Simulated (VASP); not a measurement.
Write the native input for VASP 6.6.1 that does the following.

```
Task                   : single point
Functional             : PBEsol
Potentials or basis    : VASP PAW PBE potentials, release 64 (Ga_d, N)
Cutoff                 : 600 eV
k mesh                 : 6 × 6 × 6
Occupations            : fermi-dirac, width 0.051704 eV
Spin                   : no spin polarisation
Dipole correction      : no
Further INCAR settings : ALGO = Normal; EDIFF = 1e-06; NBANDS = 16
```

The structure of GaN lies in POSCAR:

```
GaN
1.0
    0.0000000000      2.2535006075      2.2535006075
    2.2535006075      0.0000000000      2.2535006075
    2.2535006075      2.2535006075      0.0000000000
Ga N
1 1
Direct
    0.0000000000      0.0000000000      0.0000000000
    0.7500000000      0.7500000000      0.7500000000
```

One way to write it, as run:

INCAR

```
  ALGO = Normal
  EDIFF = 1E-6
  ENCUT = 600
  GGA = PS
  GGA_COMPAT = False
  ISIF = 2
  ISMEAR = -1
  LASPH = True
  LCHARG = True
  LELF = True
  LREAL = False
  LVHAR = True
  LWAVE = False
  NBANDS = 16
  NELM = 120
  PREC = Accurate
  SIGMA = 0.051703999572871064
```

KPOINTS

```
k-points
0
Gamma
  6 6 6
```

Potentials or basis: VASP PAW PBE potentials, release 64 (Ga_d, N).

The run is started by

```bash
$ cat potpaw_PBE.64/Ga_d/POTCAR potpaw_PBE.64/N/POTCAR > POTCAR
$ mpirun -np 1 vasp_std > vasp.out
```

It gave:

The pressure is -1.5 GPa and the band gap on the k mesh is 1.68 eV, direct.

Caveat: the PAW data sets were made with another functional, which shifts forces and pressure a little.

Wall time 7.2 s on 1 thread of AMD EPYC 9R45 96-Core Processor (Zen 5), on a shared host, peak memory 0.13 GiB.
